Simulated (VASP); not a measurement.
Set up this calculation in VASP 6.6.1, as the native input.

| Item | Value |
| --- | --- |
| Task | single point |
| Functional | LDA |
| Potentials or basis | VASP PAW LDA potentials, release 64 (Ti_sv, Zn) |
| Cutoff | 520 eV |
| k mesh | 9 × 9 × 9 |
| Occupations | fermi-dirac, width 0.05 eV |
| Spin | no spin polarisation |
| Dipole correction | no |
| Further INCAR settings | ALGO = Normal; EDIFF = 1e-06; NBANDS = 32 |

The structure of TiZn3 lies in POSCAR:

```
TiZn3
1.0
    3.9190487312      0.0000000000      0.0000000000
    0.0000000000      3.9190487312      0.0000000000
    0.0000000000      0.0000000000      3.9190487312
Ti Zn
1 3
Direct
    0.0000000000      0.0000000000      0.0000000000
    0.0000000000      0.5000000000      0.5000000000
    0.5000000000      0.0000000000      0.5000000000
    0.5000000000      0.5000000000      0.0000000000
```

The input as run:

INCAR

```
PREC     = Accurate       # precision mode
ENCUT    = 520            # plane-wave cutoff, eV
EDIFF    = 1E-6           # SCF threshold, eV
ISMEAR   = -1             # smearing method
SIGMA    = 0.05           # smearing width, eV
LREAL    = False          # projectors in reciprocal space
LASPH    = True           # aspherical terms in the spheres
NELM     = 60             # most SCF steps
ALGO     = Normal         # electronic algorithm
ISIF     = 2              # what is computed and relaxed
LWAVE    = False          # write WAVECAR
LCHARG   = False          # write CHGCAR
NBANDS   = 32             # bands
```

KPOINTS

```
regular mesh
0
Gamma
  9 9 9
```

Potentials or basis: VASP PAW LDA potentials, release 64 (Ti_sv, Zn).

Run with:

```console
$ cat potpaw_LDA.64/Ti_sv/POTCAR potpaw_LDA.64/Zn/POTCAR > POTCAR
$ mpirun -np 1 vasp_std > vasp.out
```

Results of the run:

```yaml
Pressure: -8.6 GPa
Band_gap_on_the_k_mesh: zero (bands 24 and 25 overlap by 1.88 eV)
```

Caveat: the cell stands under tension.

It took 25 s on 1 thread of Intel(R) Xeon(R) 6975P-C (Granite Rapids) (shared host), peak memory 0.18 GiB.
